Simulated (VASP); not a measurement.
A run of VASP 6.6.1 is set up as follows.

File INCAR:

```
SYSTEM = AlC2
PREC = Accurate
ENCUT = 600
EDIFF = 1E-7
ISMEAR = 0
SIGMA = 0.1
LREAL = .FALSE.
LASPH = .TRUE.
NELM = 80
ALGO = Normal
ISIF = 3
LWAVE = .FALSE.
LCHARG = .FALSE.
GGA = PE
IBRION = 2
NSW = 90
EDIFFG = -0.04
```

Contents of KPOINTS:

```
Automatic mesh
0
G
  8 8 8
  0 0 0
```

The input POSCAR:

```
AlC2
1.0
   -1.3642048210      1.3642048210      4.4387428058
    1.3642048210     -1.3642048210      4.4387428058
    1.3642048210      1.3642048210     -4.4387428058
Al C
1 2
Direct
    0.0000000000      0.0000000000      0.0000000000
    0.3400000000      0.3400000000      0.0000000000
    0.6600000000      0.6600000000      0.0000000000
```

Potentials or basis: VASP PAW PBE potentials, release 64 (Al, C).

Run with:

```bash
$ cat potpaw_PBE.64/Al/POTCAR potpaw_PBE.64/C/POTCAR > POTCAR
$ mpirun -np 1 vasp_std > vasp.out
```

Question: Predict the band gap on the k mesh.

Answer: Zero (an odd number of electrons rules out a gap without spin polarisation).

Question: Estimate the space group after relaxing (to 0.1 Å).

Answer: I4/mmm (No. 139).

Question: Predict the relaxed cell.

Answer: a = 3.512 Å, b = 3.512 Å, c = 3.512 Å, α = 124.15°, β = 124.15°, γ = 82.95°.

Question: What does it give for the relaxed volume?

Answer: 9.49 Å³/atom.

Forces in eV/Å, atoms in the order of the input:
```
Al   0.000  0.000  0.000
C    0.000  0.000 -0.030
C    0.000  0.000  0.030
```

Caveat: a cell axis changed by over 15 % at a fixed basis, so the end point is rough; an odd number of electrons without spin polarisation forces a metal; a magnetic or distorted state may lie lower.
